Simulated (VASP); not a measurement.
Set up this calculation in VASP 6.6.1, as the native input.

```
Task                   : relaxation of cell and atoms
Functional             : PBE
Potentials or basis    : VASP PAW PBE potentials, release 64 (Ge_d, Te, S)
Cutoff                 : 600 eV
k mesh                 : 6 × 6 × 8
Occupations            : gaussian, width 0.1 eV
Spin                   : no spin polarisation
Dipole correction      : no
Further INCAR settings : ALGO = Normal; EDIFF = 1e-07; IBRION = 2; EDIFFG = -0.01; NSW = 100; ISIF = 3
```

The structure of Ge3Te2S lies in POSCAR:

```
Ge3Te2S
1.0
    6.3391112459      0.0000000000      0.0000000000
   -3.1695556229      5.4898313763      0.0000000000
    0.0000000000      0.0000000000      5.0426123456
Ge Te S
3 2 1
Direct
    0.0000000000      0.5000000000      0.9822171999
    0.5000000000      0.0000000000      0.9822171999
    0.5000000000      0.5000000000      0.9822171999
    0.6666666667      0.3333333333      0.5839296446
    0.3333333333      0.6666666667      0.5839296446
    0.0000000000      0.0000000000      0.0554840212
```

The cell was generated, and may not be a known phase.

These files were run (other wordings do the same):

INCAR

```
PREC = Accurate ; ENCUT = 600
EDIFF = 1E-7 ; ISMEAR = 0
SIGMA = 0.1 ; LREAL = False
LASPH = True ; NELM = 80
ALGO = Normal ; ISIF = 3
LWAVE = False ; LCHARG = False
GGA = PE ; IBRION = 2
NSW = 100 ; EDIFFG = -0.01
```

KPOINTS

```
Automatic mesh
0
Gamma
  6 6 8
```

Potentials or basis: VASP PAW PBE potentials, release 64 (Ge_d, Te, S).

Launch:

```sh
$ cat potpaw_PBE.64/Ge_d/POTCAR potpaw_PBE.64/Te/POTCAR potpaw_PBE.64/S/POTCAR > POTCAR
$ mpirun -np 1 vasp_std > vasp.out
```

Results of the run:

```
Relaxed volume                        : 32.14 Å³/atom
Relaxed cell                          : a = 6.295 Å, b = 6.295 Å, c = 5.619 Å, α = 90.00°, β = 90.00°, γ = 120.00°
Space group after relaxing (to 0.1 Å) : P6mm (No. 183)
Energy gained by relaxing             : 7.5 meV/atom
Ionic steps                           : 48
Pressure after relaxing               : 0.0 GPa
Largest force after relaxing          : 0.009 eV/Å
Band gap on the k mesh                : 0.25 eV (least direct gap 0.49 eV)
```

Caveat: semilocal functionals underestimate gaps, and a narrow one can read as zero; spin-orbit coupling is left out, which moves the levels of the heavy elements.

Wall time 84 min on 1 thread of Intel(R) Xeon(R) 6975P-C (Granite Rapids), with other jobs on the host, peak memory 0.53 GiB.
